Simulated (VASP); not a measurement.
## Al: single point with PBE

The system is Al.

```
Al
1.0
     0.00000    2.02047    2.02047
     2.02047    0.00000    2.02047
     2.02047    2.02047    0.00000
Al
1
Direct
  0.00000 0.00000 0.00000
```

| Property | Result |
| --- | --- |
| Program | VASP 6.6.1 |
| Task | single point |
| Functional | PBE |
| Potentials or basis | VASP PAW PBE potentials, release 64 (Al) |
| Cutoff | 520 eV |
| k mesh | 18 × 18 × 18 |
| Occupations | gaussian, width 0.1 eV |
| Spin | no spin polarisation |

| Item | Value |
| --- | --- |
| Pressure | 0.0 GPa |

Levels at points of the mesh, in eV from the Fermi level:
```
           k point  band 1  band 2  band 3  band 4  band 5
(0.00, 0.00, 0.00)  -11.13   12.63   12.63   12.63   14.12
(0.50, 0.00, 0.00)   -4.59   -4.37   11.42   11.42   11.47
(0.50, 0.50, 0.00)   -2.92   -1.59    5.27    5.60    5.60
```

It took 7.4 s on 1 thread of Intel(R) Xeon(R) 6975P-C (Granite Rapids), with other jobs on the host, peak memory 0.14 GiB.
